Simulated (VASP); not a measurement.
Set up this calculation in VASP 6.6.1, as the native input.

| Quantity | Value |
| --- | --- |
| Task | single point |
| Functional | PBE |
| Potentials or basis | VASP PAW PBE potentials, release 64 (Al) |
| Cutoff | 520 eV |
| k mesh | 14 × 14 × 1 |
| Occupations | fermi-dirac, width 0.08 eV |
| Spin | no spin polarisation |
| Dipole correction | yes |
| Electric field (eV/Å) | 0.3 |
| Further INCAR settings | ALGO = Normal; EDIFF = 1e-07; NBANDS = 14; EFIELD = -0.3 |

The structure of Al lies in POSCAR:

```
Al
1.0
    2.8574853682      0.0000000000      0.0000000000
    0.0000000000      2.8574853682      0.0000000000
    0.0000000000      0.0000000000     22.0616000000
Al
4
Direct
    0.2500000000      0.2500000000      0.3585740837
    0.7500000000      0.7500000000      0.4524951929
    0.2500000000      0.2500000000      0.5475048064
    0.7500000000      0.7500000000      0.6414259164
```

One way to write it, as run:

INCAR

```
SYSTEM = Al
PREC = Accurate
ENCUT = 520
EDIFF = 1E-7
ISMEAR = -1
SIGMA = 0.08
LREAL = .FALSE.
LASPH = .TRUE.
NELM = 60
ALGO = Normal
ISIF = 2
LWAVE = .FALSE.
LCHARG = .TRUE.
LDIPOL = .TRUE.
IDIPOL = 3
DIPOL = 0.5 0.5 0.500
GGA = PE
LELF = .TRUE.
LVHAR = .TRUE.
LVACPOTAV = .TRUE.
NBANDS = 14
EFIELD = -0.3
```

KPOINTS

```
regular mesh
0
G
  14 14 1
  0 0 0
```

Potentials or basis: VASP PAW PBE potentials, release 64 (Al).

The run is started by

```console
$ cat potpaw_PBE.64/Al/POTCAR > POTCAR
$ mpirun -np 1 vasp_std > vasp.out
```

Results of the run:

```yaml
Largest_force: 0.009 eV/Å
Band_gap_on_the_k_mesh: zero (band 6 reaches 2.17 eV, above the bottom of band 7 at -0.79 eV)
```

Wall time 2.1 min on 1 thread of AMD EPYC 9R45 96-Core Processor (Zen 5), on a shared host, peak memory 0.28 GiB.
